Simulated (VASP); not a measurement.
# KBr (R-3m) in VASP: further runs, part 2 of 2

VASP 6.6.1.

### 3 Single point, PBEsol

This run uses another cell than the first one, of the same volume but with other edges.

INCAR reads:

```
PREC = Accurate
ENCUT = 520
EDIFF = 1E-6
ISMEAR = 0
SIGMA = 0.05
LREAL = F
LASPH = T
NELM = 80
ALGO = Normal
ISIF = 2
LWAVE = F
LCHARG = T
GGA = PS
LELF = T
LVHAR = T
NBANDS = 15
```

KPOINTS reads:

```
regular mesh
0
Gamma
  8 8 8
```

POSCAR reads:

```
KBr
1.0
    1.2874081599      4.0461399311      4.0461399311
    4.0461399311      1.2874081599      4.0461399311
    4.0461399311      4.0461399311      1.2874081599
K Br
1 1
Direct
    0.0000000000      0.0000000000      0.0000000000
    0.5000000000      0.5000000000      0.5000000000
```

Potentials or basis: VASP PAW PBE potentials, release 64 (K_sv, Br).

Command:

```bash
$ cat potpaw_PBE.64/K_sv/POTCAR potpaw_PBE.64/Br/POTCAR > POTCAR
$ mpirun -np 1 vasp_std > vasp.out
```

Wall time 62 s (1 thread of Intel Xeon Platinum 8559C (Emerald Rapids), shared host); peak memory 0.35 GiB.

It converged, with:

- Free energy: -5.6224 eV
- Pressure: -1.3 GPa
- Band gap on the k mesh: 1.43 eV, direct

Stress tensor (GPa, compression positive):
```
-1.30 -4.57 -4.57
-4.57 -1.30 -4.57
-4.57 -4.57 -1.30
```

Levels at points of the mesh, in eV from the valence-band top:
```tsv
k point	band 6	band 7	band 8	band 9	band 10	band 11
(0.00, 0.00, 0.00)	-1.93	0.00	0.00	1.43	5.58	6.50
(0.50, 0.00, 0.00)	-2.35	-1.79	-0.55	4.46	4.58	7.43
(0.50, 0.50, 0.00)	-2.17	-1.59	-0.49	3.47	5.17	5.99
(0.50, 0.50, 0.50)	-2.64	-0.05	-0.05	3.36	5.46	6.84
```

Caveat: the PAW data sets were made with another functional, which shifts forces and pressure a little.

### 4 Single point, PBEsol

This run uses another cell than the first one, of the same volume but with other edges.

INCAR reads:

```
ALGO = Normal
EDIFF = 1E-6
ENCUT = 520
GGA = PS
ISIF = 2
ISMEAR = 0
LASPH = T
LCHARG = F
LREAL = F
LWAVE = F
NBANDS = 15
NELM = 60
PREC = Accurate
SIGMA = 0.05
```

KPOINTS reads:

```
k-points
0
Gamma
  8 8 8
```

POSCAR reads:

```
KBr
1.0
   -0.1574121492      3.2157053328      3.2157053328
    3.2157053328     -0.1574121492      3.2157053328
    3.2157053328      3.2157053328     -0.1574121492
K Br
1 1
Direct
    0.0000000000      0.0000000000      0.0000000000
    0.5000000000      0.5000000000      0.5000000000
```

Potentials or basis: VASP PAW PBE potentials, release 64 (K_sv, Br).

Command:

```bash
$ cat potpaw_PBE.64/K_sv/POTCAR potpaw_PBE.64/Br/POTCAR > POTCAR
$ mpirun -np 1 vasp_std > vasp.out
```

OUTCAR:

```text
EDIFF = 1E-6
   ENCUT = 520
   GGA = PS
   ISIF = 2
   ISMEAR = 0
   LASPH = T
   LREAL = F
   NELM = 60
   PREC = Accurate

 ion  position               nearest neighbor table
   1  0.000  0.000  0.000-   2 3.30   2 3.30   2 3.30   2 3.30   2 3.30   2 3.30
   2  0.500  0.500  0.500-   1 3.30   1 3.30   1 3.30   1 3.30   1 3.30   1 3.30

  LATTYP: Found a trigonal (rhomboedric) cell.
 ALAT       =     4.5504175808
 COS(alpha) =     0.4505091948

  Lattice vectors:

 A1 = (  -0.1574121492,   3.2157053328,   3.2157053328)
[... 611 lines left out ...]
     11       6.4218      0.00000
     12       7.1552      0.00000
     13       7.6662      0.00000
     14       7.9167      0.00000
     15       9.8011      0.00000

 [... further k-points ...]
[... 5 lines left out ...]
  --------------------------------------------------------------------------------------
  -------------------------------------------------------------------------------------
  Total       -0.0983115     -0.0983115     -0.0983115      0.0934012      0.0934012      0.0934012
  in kB       -2.2065176     -2.2065176     -2.2065176      2.0963110      2.0963110      2.0963110
  external PRESSURE =      -2.2065176 kB  Pullay stress =       0.0000000 kB

 VOLUME and BASIS-vectors are now :
 -----------------------------------------------------------------------------
  energy-cutoff  :      520.00
  volume of cell :       71.39
      direct lattice vectors                 reciprocal lattice vectors
    -0.157412149  3.215705333  3.215705333    -0.144511776  0.151949882  0.151949882
     3.215705333 -0.157412149  3.215705333     0.151949882 -0.144511776  0.151949882
     3.215705333  3.215705333 -0.157412149     0.151949882  0.151949882 -0.144511776

 POSITION                                       TOTAL-FORCE (eV/Angst)
 -----------------------------------------------------------------------------------
      0.00000      0.00000      0.00000         0.000000     -0.000000      0.000000
      3.13700      3.13700      3.13700        -0.000000      0.000000     -0.000000
 -----------------------------------------------------------------------------------
    total drift:                                0.000000      0.000000      0.000000

  FREE ENERGIE OF THE ION-ELECTRON SYSTEM (eV)
  ---------------------------------------------------
  free  energy   TOTEN  =        -6.4523405013 eV

  energy  without entropy=       -6.4523405013  energy(sigma->0) =       -6.45234050
```

stdout:

```text
POSCAR found type information on POSCAR K Br
 POSCAR found :  2 types and       2 ions
 scaLAPACK will be used
 -----------------------------------------------------------------------------
|                                                                             |
|                                                                             |
|     You enforced a specific xc type in the INCAR file but a different       |
|     I HOPE YOU KNOW WHAT YOU ARE DOING!                                     |
|                                                                             |
 -----------------------------------------------------------------------------

 LDA part: xc-table for (Slater+PW92), standard interpolation
 POSCAR, INCAR and KPOINTS ok, starting setup
 FFT: planning ... GRIDC
 FFT: planning ... GRID_SOFT
 FFT: planning ... GRID
 WAVECAR not read
 entering main loop
```

Run time: 26 s. Hardware: 1 thread of Intel Xeon Platinum 8559C (Emerald Rapids), shared host; peak memory 0.24 GiB.

What came out:

| Item | Value |
| --- | --- |
| Free energy | -6.4523 eV |
| Pressure | -0.2 GPa |
| Band gap on the k mesh | 4.18 eV, direct |

Levels at points of the mesh, in eV from the valence-band top:
```tsv
k point	band 5	band 6	band 7	band 8	band 9	band 10	band 11	band 12
(0.00, 0.00, 0.00)	-11.26	-0.15	-0.15	0.00	4.18	7.22	7.22	7.86
(0.50, 0.00, 0.00)	-11.02	-1.34	-0.47	-0.34	6.35	7.93	9.32	9.71
(0.50, 0.50, 0.00)	-11.30	-0.95	-0.47	-0.32	5.63	6.99	9.20	9.26
(0.50, 0.50, 0.50)	-11.07	-1.30	-0.56	-0.56	6.34	8.24	9.65	9.65
```

Caveat: the PAW data sets were made with another functional, which shifts forces and pressure a little.

### 5 Single point, PBEsol

This run uses another cell than the first one, of the same volume but with other edges.

INCAR reads:

```
SYSTEM = KBr
ALGO = Normal ; EDIFF = 1E-6
ENCUT = 520 ; GGA = PS
ISIF = 2 ; ISMEAR = 0
LASPH = .TRUE. ; LCHARG = .FALSE.
LREAL = .FALSE. ; LWAVE = .FALSE.
NBANDS = 15 ; NELM = 100
PREC = Accurate ; SIGMA = 0.05
```

KPOINTS reads:

```
k-points
0
G
  8 8 8
  0 0 0
```

POSCAR reads:

```
KBr
1.0
    0.1711525049      3.3802619726      3.3802619726
    3.3802619726      0.1711525049      3.3802619726
    3.3802619726      3.3802619726      0.1711525049
K Br
1 1
Direct
    0.0000000000      0.0000000000      0.0000000000
    0.5000000000      0.5000000000      0.5000000000
```

Potentials or basis: VASP PAW PBE potentials, release 64 (K_sv, Br).

Command:

```bash
$ cat potpaw_PBE.64/K_sv/POTCAR potpaw_PBE.64/Br/POTCAR > POTCAR
$ mpirun -np 1 vasp_std > vasp.out
```

OUTCAR:

```text
SYSTEM = KBr
   EDIFF = 1E-6
   ENCUT = 520
   GGA = PS
   ISIF = 2
   ISMEAR = 0
   LASPH = .TRUE.
   LREAL = .FALSE.
   NELM = 100
   PREC = Accurate

 ion  position               nearest neighbor table
   1  0.000  0.000  0.000-   2 3.30   2 3.30   2 3.30   2 3.30   2 3.30   2 3.30
   2  0.500  0.500  0.500-   1 3.30   1 3.30   1 3.30   1 3.30   1 3.30   1 3.30

  LATTYP: Found a trigonal (rhomboedric) cell.
 ALAT       =     4.7834752207
 COS(alpha) =     0.5499279885

  Lattice vectors:

 A1 = (   0.1711525049,   3.3802619726,   3.3802619726)
 A2 = (   3.3802619726,   0.1711525049,   3.3802619726)
 A3 = (   3.3802619726,   3.3802619726,   0.1711525049)

Analysis of symmetry for initial positions (statically):
=====================================================================
 Subroutine PRICEL returns:
 Original cell was already a primitive cell.

 Routine SETGRP: Setting up the symmetry group for a
 trigonal (rhombohedral) supercell.

 Subroutine GETGRP returns: Found 12 space group operations
 (whereof 12 operations were pure point group operations)
 out of a pool of 12 trial point group operations.

The static configuration has the point symmetry D_3d.

[... 168 lines left out ...]
  band No.  band energies     occupation
      1     -29.4133      2.00000
      2     -14.1030      2.00000
      3     -12.9568      2.00000
      4     -12.9568      2.00000
      5     -12.9511      2.00000
      6      -1.9078      2.00000
      7      -1.7194      2.00000
      8      -1.7194      2.00000
      9       2.4815      0.00000
     10       5.3658      0.00000
     11       5.9379      0.00000
     12       5.9379      0.00000
     13       6.6043      0.00000
     14       6.6043      0.00000
[... 401 lines left out ...]
      2     -14.2035      2.00000
      3     -12.9765      2.00000
      4     -12.9614      2.00000
      5     -12.7940      2.00000
      6      -2.6246      2.00000
      7      -2.1208      2.00000
      8      -1.9801      2.00000
      9       4.2023      0.00000
     10       5.6109      0.00000
     11       6.7932      0.00000
     12       6.9360      0.00000
     13       7.2775      0.00000
     14       8.0924      0.00000
     15       9.4651      0.00000

 [... further k-points ...]
[... 5 lines left out ...]
  --------------------------------------------------------------------------------------
  -------------------------------------------------------------------------------------
  Total       -0.1007210     -0.1007210     -0.1007210     -0.1357421     -0.1357421     -0.1357421
  in kB       -2.2605976     -2.2605976     -2.2605976     -3.0466161     -3.0466161     -3.0466161
  external PRESSURE =      -2.2605976 kB  Pullay stress =       0.0000000 kB

 VOLUME and BASIS-vectors are now :
 -----------------------------------------------------------------------------
  energy-cutoff  :      520.00
  volume of cell :       71.39
      direct lattice vectors                 reciprocal lattice vectors
     0.171152505  3.380261973  3.380261973    -0.159653538  0.151959391  0.151959391
     3.380261973  0.171152505  3.380261973     0.151959391 -0.159653538  0.151959391
     3.380261973  3.380261973  0.171152505     0.151959391  0.151959391 -0.159653538

 POSITION                                       TOTAL-FORCE (eV/Angst)
 -----------------------------------------------------------------------------------
      0.00000      0.00000      0.00000        -0.000000      0.000000      0.000000
      3.46584      3.46584      3.46584         0.000000      0.000000     -0.000000
 -----------------------------------------------------------------------------------
    total drift:                                0.000000      0.000000      0.000000

  FREE ENERGIE OF THE ION-ELECTRON SYSTEM (eV)
  ---------------------------------------------------
  free  energy   TOTEN  =        -6.4495694893 eV

  energy  without entropy=       -6.4495694893  energy(sigma->0) =       -6.44956949
```

Wall time 28 s (1 thread of Intel Xeon Platinum 8559C (Emerald Rapids), shared host); peak memory 0.25 GiB.

What came out:

```yaml
Free_energy: -6.4496 eV
Pressure: -0.2 GPa
Band_gap_on_the_k_mesh: 4.20 eV, direct
```

Levels at points of the mesh, in eV from the valence-band top:
```tsv
k point	band 5	band 6	band 7	band 8	band 9	band 10	band 11	band 12
(0.00, 0.00, 0.00)	-11.23	-0.19	0.00	0.00	4.20	7.09	7.66	7.66
(0.50, 0.00, 0.00)	-11.01	-1.29	-0.53	-0.37	6.37	8.07	9.54	9.59
(0.50, 0.50, 0.00)	-11.27	-0.92	-0.44	-0.28	5.66	7.03	9.23	9.28
(0.50, 0.50, 0.50)	-10.96	-1.32	-0.28	-0.28	6.40	7.79	9.51	9.51
```

Caveat: the PAW data sets were made with another functional, which shifts forces and pressure a little. A k mesh can miss the band edges.

### 6 Overview

| cell | gap on the mesh (eV) | pressure (GPa) |
| --- | --- | --- |
| a = 4.438 Å, angles 67.3°, 2 atoms | 4.01 | -0.4 |
| a = 5.865 Å, angles 38.9°, 2 atoms | 1.43 | -1.3 |
| a = 4.550 Å, angles 63.2°, 2 atoms | 4.18 | -0.2 |
| a = 4.783 Å, angles 56.6°, 2 atoms | 4.20 | -0.2 |

Alike in all rows: task single point; level PBEsol; potentials or basis VASP PAW PBE potentials, release 64 (K_sv, Br); no spin polarisation; k mesh 8 × 8 × 8; cutoff (eV) 520; smearing gaussian 0.05 eV.

Caveats: the PAW data sets were made with another functional, which shifts forces and pressure a little.

Absolute energies hang on the potentials; compare differences alone.
